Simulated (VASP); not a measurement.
# Mo (Im-3m) in VASP: notebook

The runs below take Mo through single point, with revPBE.

All numbers are computed with VASP 6.6.1; they aren't measurements. Logs are shortened: lines on timing, memory, paths and dates and some standing lists are left out, and cuts for length are marked.

### Step 1. The cell of the first run

Symmetry: Im-3m, No. 229, cubic system. Conventional cell: a = 3.215 Å, b = 3.215 Å, c = 3.215 Å, α = 90.00°, β = 90.00°, γ = 90.00°. Within 3.7 Å of Mo (site symmetry m-3m) lie 14 Mo at 2.78 to 3.21 Å.

### Step 2. Single point, revPBE (volume scaled by 1.04)

The input, INCAR:

```
SYSTEM = Mo
PREC = Accurate
ENCUT = 520
EDIFF = 1E-7
ISMEAR = -1
SIGMA = 0.1
LREAL = .FALSE.
LASPH = .TRUE.
NELM = 100
ALGO = Normal
ISIF = 2
LWAVE = .FALSE.
LCHARG = .FALSE.
GGA = RE
NBANDS = 13
```

The input, KPOINTS:

```
regular mesh
0
G
  23 23 23
  0 0 0
```

The input, POSCAR:

```
Mo
1.0
   -1.6073299387      1.6073299387      1.6073299387
    1.6073299387     -1.6073299387      1.6073299387
    1.6073299387      1.6073299387     -1.6073299387
Mo
1
Direct
    0.0000000000      0.0000000000      0.0000000000
```

Potentials or basis: VASP PAW PBE potentials, release 64 (Mo_sv).

On the command line:

```sh
cat potpaw_PBE.64/Mo_sv/POTCAR > POTCAR
mpirun -np 1 vasp_std > vasp.out
```

OUTCAR:

```text
SYSTEM = Mo
   PREC = Accurate
   ENCUT = 520
   EDIFF = 1E-7
   ISMEAR = -1
   LREAL = .FALSE.
   LASPH = .TRUE.
   NELM = 100
   ISIF = 2
   GGA = RE

 ion  position               nearest neighbor table
   1  0.000  0.000  0.000-

  LATTYP: Found a body centered cubic cell.
 ALAT       =     3.2146598774

  Lattice vectors:

 A1 = (  -1.6073299387,   1.6073299387,   1.6073299387)
 A2 = (   1.6073299387,  -1.6073299387,   1.6073299387)
 A3 = (   1.6073299387,   1.6073299387,  -1.6073299387)

Analysis of symmetry for initial positions (statically):
=====================================================================
 Subroutine PRICEL returns:
 Original cell was already a primitive cell.

 Routine SETGRP: Setting up the symmetry group for a
 body centered cubic supercell.

 Subroutine GETGRP returns: Found 48 space group operations
 (whereof 48 operations were pure point group operations)
 out of a pool of 48 trial point group operations.

The static configuration has the point symmetry O_h .

Analysis of symmetry for dynamics (positions and initial velocities):
=====================================================================
 Subroutine PRICEL returns:
 Original cell was already a primitive cell.

 Routine SETGRP: Setting up the symmetry group for a
 body centered cubic supercell.

 Subroutine GETGRP returns: Found 48 space group operations
 (whereof 48 operations were pure point group operations)
 out of a pool of 48 trial point group operations.

The dynamic configuration has the point symmetry O_h .

 Subroutine INISYM returns: Found 48 space group operations
 (whereof 48 operations are pure point group operations),
 and found     1 'primitive' translations

----------------------------------------------------------------------------------------

                                     Primitive cell

  volume of cell :      16.6102

  direct lattice vectors                    reciprocal lattice vectors
    -1.607329939  1.607329939  1.607329939     0.000000000  0.311074900  0.311074900
     1.607329939 -1.607329939  1.607329939     0.311074900  0.000000000  0.311074900
     1.607329939  1.607329939 -1.607329939     0.311074900  0.311074900  0.000000000

  length of vectors
     2.783977118  2.783977118  2.783977118     0.439926343  0.439926343  0.439926343

  position of ions in fractional coordinates (direct lattice)
     0.000000000  0.000000000  0.000000000

  ion indices of the primitive-cell ions
   primitive index   ion index
                 1           1

----------------------------------------------------------------------------------------

 KPOINTS: regular mesh

Automatic generation of k-mesh.
 Grid dimensions read from file:
 generate k-points for:   23   23   23

 Generating k-lattice:

  Cartesian coordinates                     Fractional coordinates (reciprocal lattice)
     0.000000000  0.013524996  0.013524996     0.043478261  0.000000000  0.000000000
     0.013524996  0.000000000  0.013524996     0.000000000  0.043478261  0.000000000
     0.013524996  0.013524996  0.000000000     0.000000000  0.000000000  0.043478261

  Length of vectors
     0.019127232  0.019127232  0.019127232

  Shift w.r.t. Gamma in fractional coordinates (k-lattice)
     0.000000000  0.000000000  0.000000000

 Subroutine IBZKPT returns following result:
 ===========================================

 Found    364 irreducible k-points:

 Following reciprocal coordinates:
            Coordinates               Weight
  0.000000  0.000000  0.000000      1.000000
  0.043478  0.000000  0.000000     12.000000
  0.086957  0.000000  0.000000     12.000000
  0.130435  0.000000  0.000000     12.000000
  0.173913  0.000000  0.000000     12.000000
  0.217391  0.000000  0.000000     12.000000
[... 16 lines left out ...]
  0.478261  0.043478  0.000000     24.000000
  0.086957  0.086957  0.000000     24.000000
 [... further k-points ...]
   k-points           NKPTS =    364   k-points in BZ     NKDIM =    364   number of bands    NBANDS=     13
   number of dos      NEDOS =    301   number of ions     NIONS =      1
   total plane-waves  NPLWV =  13824
   dimension x,y,z NGX =    24 NGY =   24 NGZ =   24
   dimension x,y,z NGXF=    48 NGYF=   48 NGZF=   48
   ions per type =               1
   NGX,Y,Z   is equivalent  to a cutoff of  14.33, 14.33, 14.33 a.u.
   NGXF,Y,Z  is equivalent  to a cutoff of  28.66, 28.66, 28.66 a.u.
 SYSTEM =  Mo
   PREC   = accura    normal or accurate (medium, high low for compatibility)
   ISTART =      0    job   : 0-new  1-cont  2-samecut
   ICHARG =      2    charge: 1-file 2-atom 10-const
   ISPIN  =      1    spin polarized calculation?
   LNONCOLLINEAR =      F non collinear calculations
   LSORBIT =      F    spin-orbit coupling
   LASPH  =      T    aspherical Exc in radial PAW
   ENCUT  =  520.0 eV  38.22 Ry    6.18 a.u.   5.18  5.18  5.18*2*pi/ulx,y,z
   NELM   =    100;   NELMIN=  2; NELMDL= -5     # of ELM steps
   EDIFF  = 0.1E-06   stopping-criterion for ELM
   LREAL  =      F    real-space projection
   EDIFFG = 0.1E-05   stopping-criterion for IOM
   NSW    =      0    number of steps for IOM
   IBRION =     -1    ionic relax: 0-MD 1-quasi-New 2-CG
   NFREE  =      0    steps in history (QN), initial steepest desc. (CG)
   ISIF   =      2    stress and relaxation
   ISYM   =      2    0-nonsym 1-usesym 2-fastsym
   POTIM  = 0.5000    time-step for ionic-motion
   TEBEG  =    0.0;   TEEND  =   0.0 temperature during run
   PSTRESS=    0.0 pullay stress
   NELECT =      14.0000    total number of electrons
   NUPDOWN=      -1.0000    fix difference up-down
   EMIN   =  10.00;   EMAX   =-10.00  energy-range for DOS
   EFERMI =   0.00;   METHOD = LEGACY
   ISMEAR =    -1;   SIGMA  =   0.10  broadening in eV -4-tet -1-fermi 0-gaus
   EFERMI_NEDOS =   21; number of points for ismear=-14 and -15
   IALGO  =     38    algorithm
   IMIX   =      4    mixing-type and parameters
     AMIX     =   0.40;   BMIX     =  1.00
     AMIX_MAG =   1.60;   BMIX_MAG =  1.00
  volume/ion in A,a.u.               =      16.61       112.09
  Fermi-wavevector in a.u.,A,eV,Ry     =   1.546414  2.922299 32.536927  2.391397
  Thomas-Fermi vector in A             =   2.651654
   LORBIT       =      0    0 simple, 1 ext, 2 COOP (PROOUT), +10 PAW based schemes
   GGA     = RE    functional components
   LHFCALC =     F    Hartree Fock is set to
   AEXX    =    0.0000 exact exchange contribution
   IVDW    =     0    specifies the selected vdW correction
   LEPSILON=     F    determine dielectric tensor
   LRPA    =     F    only Hartree local field effects (RPA)
 non-spin polarized calculation
  energy-cutoff  :      520.00
  volume of cell :       16.61
 maximum number of plane-waves:       466
 NGX is ok and might be reduce to    24
   NGX = 11   NGY = 11   NGZ = 11

 number of electron      13.9999998 magnetization

 Free energy of the ion-electron system (eV)
  ---------------------------------------------------
  ext. energy  EPLUGINS =         0.00000000
  ---------------------------------------------------
  free energy    TOTEN  =       -10.47660979 eV

  energy without entropy =      -10.45630291  energy(sigma->0) =      -10.46645635

 E-fermi :  11.6827     XC(G=0): -13.0021

 val. band max:       11.6756912055   @ k =  -0.3043   0.3478   0.1739
 cond. band min:      11.6943973349   @ k =  -0.1739   0.2174   0.0870
 fundamental gap:      0.0187061295
 Fermi energy:        11.6826595397

 k-point     1 :       0.0000    0.0000    0.0000
  band No.  band energies     occupation
      1     -49.6019      2.00000
      2     -22.9957      2.00000
      3     -22.9957      2.00000
      4     -22.9957      2.00000
      5       4.6789      2.00000
      6      10.4384      1.99999
      7      10.4384      1.99999
      8      10.4384      1.99999
      9      13.2496      0.00000
     10      13.2496      0.00000
     11      26.4176      0.00000
     12      26.4176      0.00000
     13      26.4176      0.00000

 k-point     2 :       0.0435    0.0000    0.0000
  band No.  band energies     occupation
      1     -49.5982      2.00000
      2     -23.0184      2.00000
      3     -23.0028      2.00000
      4     -22.9958      2.00000
      5       4.7577      2.00000
      6      10.3950      1.99999
      7      10.4321      1.99999
      8      10.5107      1.99998
      9      13.1851      0.00000
     10      13.2508      0.00000
     11      26.4750      0.00000
     12      26.5491      0.00000
     13      26.5619      0.00000

 k-point     3 :       0.0870    0.0000    0.0000
  band No.  band energies     occupation
      1     -49.5872      2.00000
      2     -23.0845      2.00000
      3     -23.0235      2.00000
      4     -22.9962      2.00000
      5       4.9879      2.00000
      6      10.2706      2.00000
      7      10.4065      1.99999
      8      10.7259      1.99986
      9      13.0228      0.00000
     10      13.2563      0.00000
     11      26.6244      0.00000
     12      26.9366      0.00000
     13      26.9451      0.00000

 k-point     4 :       0.1304    0.0000    0.0000
  band No.  band energies     occupation
      1     -49.5697      2.00000
      2     -23.1882      2.00000
      3     -23.0562      2.00000
      4     -22.9968      2.00000
      5       5.3496      2.00000
      6      10.0812      2.00000
      7      10.3476      2.00000
      8      11.0785      1.99525
      9      12.8402      0.00002
     10      13.2706      0.00000
     11      26.7896      0.00000
     12      27.4179      0.00000
     13      27.5612      0.00000

 k-point     5 :       0.1739    0.0000    0.0000
  band No.  band energies     occupation
      1     -49.5470      2.00000
      2     -23.3207      2.00000
      3     -23.0982      2.00000
      4     -22.9976      2.00000
      5       5.8038      2.00000
      6       9.8482      2.00000
      7      10.2564      2.00000
      8      11.5588      1.55052
      9      12.7196      0.00006
     10      13.2991      0.00000
     11      26.8310      0.00000
     12      27.7324      0.00000
     13      28.3955      0.00000

 k-point     6 :       0.2174    0.0000    0.0000
  band No.  band energies     occupation
      1     -49.5207      2.00000
      2     -23.4712      2.00000
      3     -23.1463      2.00000
      4     -22.9986      2.00000
      5       6.2823      2.00000
      6       9.5946      2.00000
      7      10.1871      2.00000
      8      12.1523      0.01809
      9      12.7037      0.00007
     10      13.3467      0.00000
     11      26.6001      0.00000
     12      27.6123      0.00000
     13      29.4070      0.00000

 k-point     7 :       0.2609    0.0000    0.0000
  band No.  band energies     occupation
      1     -49.4927      2.00000
      2     -23.6280      2.00000
      3     -23.1967      2.00000
      4     -22.9996      2.00000
      5       6.6802      2.00000
      6       9.3413      2.00000
      7      10.2577      2.00000
      8      12.7845      0.00003
      9      12.8379      0.00002
     10      13.4154      0.00000
     11      26.0851      0.00000
     12      26.9778      0.00000
     13      30.5593      0.00000
[... 193 lines left out ...]
 k-point    20 :       0.3478    0.0435    0.0000
  band No.  band energies     occupation
      1     -49.4276      2.00000
      2     -23.9705      2.00000
      3     -23.3135      2.00000
      4     -23.0108      2.00000
      5       6.9623      2.00000
      6       8.8289      2.00000
      7      11.3575      1.92543
      8      13.1250      0.00000
      9      13.7152      0.00000
     10      14.8480      0.00000
     11      24.2711      0.00000
     12      24.6032      0.00000
     13      30.2163      0.00000

 k-point    21 :       0.3913    0.0435    0.0000
  band No.  band energies     occupation
      1     -49.4097      2.00000
      2     -24.0628      2.00000
      3     -23.3457      2.00000
      4     -23.0115      2.00000
      5       6.8803      2.00000
      6       8.6945      2.00000
      7      12.0143      0.07005
      8      13.2451      0.00000
      9      13.8403      0.00000
     10      15.5159      0.00000
     11      23.3452      0.00000
     12      24.0509      0.00000
     13      29.1574      0.00000

 k-point    22 :       0.4348    0.0435   -0.0000
  band No.  band energies     occupation
      1     -49.3985      2.00000
      2     -24.1207      2.00000
      3     -23.3660      2.00000
      4     -23.0120      2.00000
      5       6.8098      2.00000
      6       8.6116      2.00000
      7      12.5424      0.00037
      8      13.2618      0.00000
      9      13.9732      0.00000
     10      15.9889      0.00000
     11      22.6538      0.00000
     12      23.7244      0.00000
     13      28.4440      0.00000

 k-point    23 :       0.4783    0.0435    0.0000
  band No.  band energies     occupation
      1     -49.3946      2.00000
      2     -24.1404      2.00000
      3     -23.3729      2.00000
      4     -23.0122      2.00000
      5       6.7831      2.00000
      6       8.5837      2.00000
      7      12.7733      0.00004
      8      13.2227      0.00000
      9      14.0366      0.00000
     10      16.1625      0.00000
     11      22.3965      0.00000
     12      23.6139      0.00000
     13      28.1902      0.00000

 k-point    24 :       0.0870    0.0870    0.0000
  band No.  band energies     occupation
      1     -49.5597      2.00000
      2     -23.2470      2.00000
      3     -23.0541      2.00000
      4     -23.0178      2.00000
      5       5.5594      2.00000
      6      10.0620      2.00000
      7      10.1726      2.00000
      8      11.3444      1.93434
      9      12.6986      0.00008
     10      13.3409      0.00000
     11      27.0165      0.00000
     12      27.5887      0.00000
     13      27.7401      0.00000

 [... further k-points ...]
[... 5 lines left out ...]
  --------------------------------------------------------------------------------------
  -------------------------------------------------------------------------------------
  Total       -0.9347143     -0.9347143     -0.9347143      0.0000000      0.0000000     -0.0000000
  in kB      -90.1600943    -90.1600943    -90.1600943      0.0000000      0.0000000     -0.0000000
  external PRESSURE =     -90.1600943 kB  Pullay stress =       0.0000000 kB

 VOLUME and BASIS-vectors are now :
 -----------------------------------------------------------------------------
  energy-cutoff  :      520.00
  volume of cell :       16.61
      direct lattice vectors                 reciprocal lattice vectors
    -1.607329939  1.607329939  1.607329939     0.000000000  0.311074900  0.311074900
     1.607329939 -1.607329939  1.607329939     0.311074900  0.000000000  0.311074900
     1.607329939  1.607329939 -1.607329939     0.311074900  0.311074900  0.000000000

 POSITION                                       TOTAL-FORCE (eV/Angst)
 -----------------------------------------------------------------------------------
      0.00000      0.00000      0.00000        -0.000000     -0.000000      0.000000
 -----------------------------------------------------------------------------------
    total drift:                                0.000000      0.000000      0.000000

  FREE ENERGIE OF THE ION-ELECTRON SYSTEM (eV)
  ---------------------------------------------------
  free  energy   TOTEN  =       -10.4766097859 eV

  energy  without entropy=      -10.4563029053  energy(sigma->0) =      -10.46645635
```

It took 68 s on 1 thread of Intel Xeon Platinum 8259CL at 2.50GHz (Skylake/Cascade Lake), shared host; peak memory 0.2 GiB.

What came out:

- Free energy: -10.4766 eV
- Pressure: -9.0 GPa
- Band gap on the k mesh: zero (band 7 reaches 15.21 eV, above the bottom of band 8 at 10.44 eV)

Levels at points of the mesh, in eV from the Fermi level:
| k point | band 4 | band 5 | band 6 | band 7 | band 8 | band 9 | band 10 | band 11 |
| --- | --- | --- | --- | --- | --- | --- | --- | --- |
| (0.00, 0.00, 0.00) | -34.68 | -7.00 | -1.24 | -1.24 | -1.24 | 1.57 | 1.57 | 14.73 |

Caveat: the PAW data sets were made with another functional, which shifts forces and pressure a little.

[end of part 1 of 2]
